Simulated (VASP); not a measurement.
# ZnCl4 (P6/mmm) in VASP: further runs, part 2 of 2

VASP 6.6.1. The steps go on from the part before.

## 5. Relaxation of cell and atoms, PBE

INCAR reads:

```
SYSTEM = ZnCl4
PREC = Accurate
ENCUT = 600
EDIFF = 1E-6
ISMEAR = 0
SIGMA = 0.1
LREAL = .FALSE.
LASPH = .TRUE.
NELM = 80
ALGO = Normal
ISIF = 3
LWAVE = .FALSE.
LCHARG = .FALSE.
GGA = PE
IBRION = 2
NSW = 90
EDIFFG = -0.04
```

KPOINTS reads:

```
regular mesh
0
G
  6 6 2
  0 0 0
```

POSCAR reads:

```
ZnCl4
1.0
    4.8213795700      0.0000000000      0.0000000000
   -2.4106897900      4.1754371900      0.0000000000
    0.0000000000      0.0000000000      7.7982356600
Zn Cl
1 4
Direct
    0.0000000000      0.0000000000      0.5000000000
    0.3333333300      0.6666666700      0.8664479500
    0.3333333300      0.6666666700      0.1335520500
    0.6666666700      0.3333333300      0.1335520500
    0.6666666700      0.3333333300      0.8664479500
```

Potentials or basis: VASP PAW PBE potentials, release 64 (Zn, Cl).

On the command line:

```
> cat potpaw_PBE.64/Zn/POTCAR potpaw_PBE.64/Cl/POTCAR > POTCAR
> mpirun -np 1 vasp_std > vasp.out
```

OUTCAR:

```text
SYSTEM = ZnCl4
   PREC = Accurate
   ENCUT = 600
   EDIFF = 1E-6
   ISMEAR = 0
   LREAL = .FALSE.
   LASPH = .TRUE.
   NELM = 80
   ISIF = 3
   GGA = PE
   IBRION = 2
   NSW = 90
   EDIFFG = -0.04

 ion  position               nearest neighbor table
   1  0.000  0.000  0.500-
   2  0.333  0.667  0.866-   3 2.08
   3  0.333  0.667  0.134-   2 2.08
   4  0.667  0.333  0.134-   5 2.08
   5  0.667  0.333  0.866-   4 2.08

  LATTYP: Found a hexagonal cell.
 ALAT       =     4.8213795700
 C/A-ratio  =     1.6174282789

  Lattice vectors:

 A1 = (   4.8213795700,   0.0000000000,   0.0000000000)
 A2 = (  -2.4106897900,   4.1754371900,   0.0000000000)
 A3 = (   0.0000000000,   0.0000000000,   7.7982356600)

Analysis of symmetry for initial positions (statically):
=====================================================================
 Subroutine PRICEL returns:
 Original cell was already a primitive cell.

 Routine SETGRP: Setting up the symmetry group for a
 hexagonal supercell.

 Subroutine GETGRP returns: Found 24 space group operations
 (whereof 24 operations were pure point group operations)
 out of a pool of 24 trial point group operations.

The static configuration has the point symmetry D_6h.

Analysis of symmetry for dynamics (positions and initial velocities):
[... 135 lines left out ...]
   LEPSILON=     F    determine dielectric tensor
   LRPA    =     F    only Hartree local field effects (RPA)
 conjugate gradient relaxation of ions
 non-spin polarized calculation
 Gauss-broadening in eV      SIGMA  =   0.10
  energy-cutoff  :      600.00
  volume of cell :      156.99
 maximum number of plane-waves:      5275
 NGX is ok and might be reduce to    40
   NGX = 19   NGY = 19   NGZ = 31

--------------------------------------- Ionic step        1  -------------------------------------------

 number of electron      40.0000005 magnetization

 Free energy of the ion-electron system (eV)
  ---------------------------------------------------
  ext. energy  EPLUGINS =         0.00000000
  ---------------------------------------------------
  free energy    TOTEN  =        -4.49273070 eV

  energy without entropy =       -4.45936101  energy(sigma->0) =       -4.47604585

 E-fermi :   0.4214     XC(G=0):  -7.4009

 val. band max:        0.3542493028   @ k =   0.1667   0.1667   0.0000
 cond. band min:       0.4370723701   @ k =   0.3333  -0.0000   0.0000
 fundamental gap:      0.0828230672
 Fermi energy:         0.4213649642

 k-point     1 :       0.0000    0.0000    0.0000
  band No.  band energies     occupation
      1     -17.9273      2.00000
      2     -16.2624      2.00000
      3     -14.5815      2.00000
      4     -12.7711      2.00000
      5      -6.6366      2.00000
      6      -5.3722      2.00000
[... 678 lines left out ...]
--------------------------------------- Ionic step        9  -------------------------------------------

 number of electron      39.9999933 magnetization

 Free energy of the ion-electron system (eV)
  ---------------------------------------------------
  ext. energy  EPLUGINS =         0.00000000
  ---------------------------------------------------
  free energy    TOTEN  =        -7.22005455 eV

  energy without entropy =       -7.22005455  energy(sigma->0) =       -7.22005455

 E-fermi :  -2.6889     XC(G=0):  -5.0479

 val. band max:       -3.1572858261   @ k =   0.3333   0.3333   0.5000
 cond. band min:      -1.5496047500   @ k =   0.5000  -0.0000   0.5000
 fundamental gap:      1.6076810761
 Fermi energy:        -2.6888529645

 k-point     1 :       0.0000    0.0000    0.0000
  band No.  band energies     occupation
      1     -20.6477      2.00000
      2     -20.5626      2.00000
      3     -16.4281      2.00000
      4     -16.3250      2.00000
      5      -9.1268      2.00000
      6      -9.0102      2.00000
[... 399 lines left out ...]
  FREE ENERGIE OF THE ION-ELECTRON SYSTEM (eV)
  ---------------------------------------------------
  free  energy   TOTEN  =        -7.2200545512 eV

  energy  without entropy=       -7.2200545512  energy(sigma->0) =       -7.22005455

 reached required accuracy - stopping structural energy minimisation
```

OSZICAR:

```text
N       E                     dE             d eps       ncg     rms          rms(c)
DAV:   1     0.368585296171E+03    0.36859E+03   -0.19117E+04   672   0.173E+03
DAV:   2     0.412593296513E+02   -0.32733E+03   -0.32020E+03   872   0.354E+02
DAV:   3    -0.382188062779E+01   -0.45081E+02   -0.44587E+02   848   0.132E+02
[... 108 lines left out ...]
DAV:   1    -0.722007514715E+01   -0.72577E-04   -0.24281E-03   672   0.293E-01    0.106E-01
DAV:   2    -0.722006307718E+01    0.12070E-04   -0.13112E-04   776   0.936E-02    0.282E-02
DAV:   3    -0.722005592221E+01    0.71550E-05   -0.68043E-06   728   0.176E-02    0.115E-02
DAV:   4    -0.722005449736E+01    0.14249E-05   -0.38812E-06   600   0.110E-02    0.225E-03
DAV:   5    -0.722005455124E+01   -0.53885E-07   -0.39744E-07   384   0.426E-03
   9 F= -.72200546E+01 E0= -.72200546E+01  d E =-.134483E-01
```

Wall time 6.6 min (1 thread of Intel Xeon 6975P-C (Granite Rapids), shared host); peak memory 0.33 GiB.

What came out:

| Item | Value |
| --- | --- |
| Free energy | -7.2201 eV |
| Relaxed volume | 60.67 Å³/atom |
| Relaxed cell | a = 6.850 Å, b = 6.850 Å, c = 7.465 Å, α = 90.00°, β = 90.00°, γ = 120.00° |
| Space group after relaxing (to 0.05 Å) | P6/mmm (No. 191) |
| Energy gained by relaxing | 545.5 meV/atom |
| Ionic steps | 9 |
| Pressure after relaxing | -0.1 GPa |
| Largest force after relaxing | 0.011 eV/Å |
| Band gap on the k mesh | 1.61 eV, indirect (least direct gap 1.62 eV) |

Forces on the atoms (eV/Å):
```
Zn   0.000  0.000  0.000
Cl   0.000  0.000 -0.011
Cl   0.000  0.000  0.011
Cl   0.000  0.000  0.011
Cl   0.000  0.000 -0.011
```

The path:
| step | energy change (eV) | largest force (eV/Å) | pressure (GPa) | volume (Å³) |
| --- | --- | --- | --- | --- |
| 1 | 0.0000 | 0.0331 | 6.19 | 156.99 |
| 2 | -1.5518 | 1.0780 | 2.22 | 185.64 |
| 3 | -2.2379 | 0.9332 | 0.48 | 212.81 |
| 4 | -2.6751 | 0.6330 | -0.36 | 271.99 |
| 5 | -2.7014 | 0.5587 | -0.38 | 285.96 |
| 6 | -2.7139 | 0.4557 | -0.39 | 304.74 |
| 7 | -2.4319 | 2.8393 | 1.82 | 297.80 |
| 8 | -2.7273 | 0.0133 | -0.08 | 303.41 |
| 9 | -2.7273 | 0.0113 | -0.07 | 303.35 |

Final structure:
```yaml
crystal:
  lattice:
    - [6.85011, 0.00000, 0.00000]
    - [-3.42505, 5.93237, 0.00000]
    - [0.00000, 0.00000, 7.46484]
  atoms:
    - { symbol: Zn, position: [0.00000, 0.00000, 0.50000] }
    - { symbol: Cl, position: [0.33333, 0.66667, 0.86637] }
    - { symbol: Cl, position: [0.33333, 0.66667, 0.13363] }
    - { symbol: Cl, position: [0.66667, 0.33333, 0.13363] }
    - { symbol: Cl, position: [0.66667, 0.33333, 0.86637] }
```

Caveat: the volume moved by over 15 % at a fixed basis, so the end points are rough. As with any semilocal functional, this PBE gap is likely too small.

## 6. The runs side by side

```csv
task,cell,k mesh,cutoff (eV),gap on the mesh (eV),pressure (GPa),largest force (eV/Å)
single point,"a = 4.821, b = 4.821, c = 7.798 Å, angles 90.0, 90.0, 120.0°, 5 atoms",6 × 6 × 2,520,none,6.2,0.03
single point,"a = 7.076, b = 7.076, c = 6.106 Å, angles 90.0, 90.0, 120.0°, 5 atoms",3 × 3 × 4,520,1.05,-0.2,0.18
single point,"a = 6.727, b = 6.727, c = 6.235 Å, angles 90.0, 90.0, 120.0°, 5 atoms",6 × 6 × 2,520,1.04,-0.1,0.22
relaxation of cell and atoms,"relaxed from a = 4.821, b = 4.821, c = 7.798 Å, angles 90.0, 90.0, 120.0°, 5 atoms",6 × 6 × 2,600,1.61,-0.1,0.01
```

Alike in all rows: level PBE; potentials or basis VASP PAW PBE potentials, release 64 (Zn, Cl); no spin polarisation; smearing gaussian 0.1 eV.

Caveats: some runs use coarse meshes; the volume moved by over 15 % at a fixed basis, so the end points are rough (some runs).

Absolute energies hang on the potentials; compare differences alone.
